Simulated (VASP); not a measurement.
Wanted: the native input for a VASP 6.6.1 run.

- Task: single point
- Functional: PBEsol
- Potentials or basis: VASP PAW PBE potentials, release 64 (Bi_d)
- Cutoff: 520 eV
- k mesh: 14 × 14 × 8
- Occupations: gaussian, width 0.1 eV
- Spin: no spin polarisation
- Dipole correction: no
- Further INCAR settings: ALGO = Fast; EDIFF = 1e-06; NBANDS = 22

The structure of Bi lies in POSCAR:

```
Bi
1.0
    3.2725369673      0.0000000000      0.0002718489
    0.0000000000      3.2543518632      0.0000000000
   -0.0136605841      0.0000000000      6.1208309271
Bi
2
Direct
    0.3761019459      0.0000000000      0.2499343429
    0.6238980541      0.0000000000      0.7500656571
```

This cell differs from its parent crystal: uniaxial strain along c: -3.0 %.

One way to write it, as run:

INCAR

```
SYSTEM = Bi
PREC     = Accurate       ! precision mode
ENCUT    = 520            ! plane-wave cutoff, eV
EDIFF    = 1E-6           ! SCF threshold, eV
ISMEAR   = 0              ! smearing method
SIGMA    = 0.1            ! smearing width, eV
LREAL    = .False.        ! projectors in reciprocal space
LASPH    = .True.         ! aspherical terms in the spheres
NELM     = 80             ! most SCF steps
ALGO     = Fast           ! electronic algorithm
ISIF     = 2              ! what is computed and relaxed
LWAVE    = .False.        ! write WAVECAR
LCHARG   = .False.        ! write CHGCAR
GGA      = PS             ! functional
NBANDS   = 22             ! bands
```

KPOINTS

```
Automatic mesh
0
Gamma
  14 14 8
  0 0 0
```

Potentials or basis: VASP PAW PBE potentials, release 64 (Bi_d).

The run is started by

```bash
$ cat potpaw_PBE.64/Bi_d/POTCAR > POTCAR
$ mpirun -np 1 vasp_std > vasp.out
```

Results of the run:

| Property | Result |
| --- | --- |
| Pressure | 0.6 GPa |
| Largest force | 0.053 eV/Å |
| Band gap on the k mesh | zero (bands 15 and 16 overlap by 6.10 eV) |

Caveat: the cell differs from its parent crystal (uniaxial strain along c: -3.0 %); the PAW data sets were made with another functional, which shifts forces and pressure a little; spin-orbit coupling is left out, which moves the levels of the heavy elements.

Wall time 7 min on 1 thread of Oxide Virtual Turin-like Processor, on a shared host, peak memory 0.53 GiB.
